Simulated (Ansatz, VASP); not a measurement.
ZrB in VASP and in Ansatz

```
Zr B
1.0
     0.00000    2.32500    2.32500
     2.32500    0.00000    2.32500
     2.32500    2.32500    0.00000
Zr B
1 1
Direct
  0.00000 0.00000 0.00000
  0.50000 0.50000 0.50000
```

Alike in both runs: task relaxation of cell and atoms; functional LDA; k mesh 10 × 10 × 10; occupations fermi-dirac, width 0.05 eV; no spin polarisation.

|  | VASP | Ansatz |
| --- | --- | --- |
| version | VASP 6.6.1 | Ansatz 0.2.0 |
| potentials or method | VASP PAW LDA potentials, release 64 (Zr_sv, B) | Ansatz PAW |
| plane-wave cutoff (eV) | 600 | 420 |
| valence electrons in the cell | 15 | 15 |

```csv
,VASP,Ansatz,Ansatz less VASP
"gap on the k mesh at the Fermi level, each at its own relaxed structure (eV)",none,none,-
relaxed volume (Å³/atom),14.12,14.08,-0.033
relaxed cell length with the largest relative difference (Å),3.418,3.415,-0.0026
```

LDA's correlation is that of Perdew and Zunger in VASP and of Perdew and Wang (1992) in Ansatz. A gap of «none» marks a metal or a gap that the smearing closes.

Noted on Ansatz's run: the plane-wave basis is chosen anew once the cell has moved, so the energies of steps on either side of that aren't comparable.
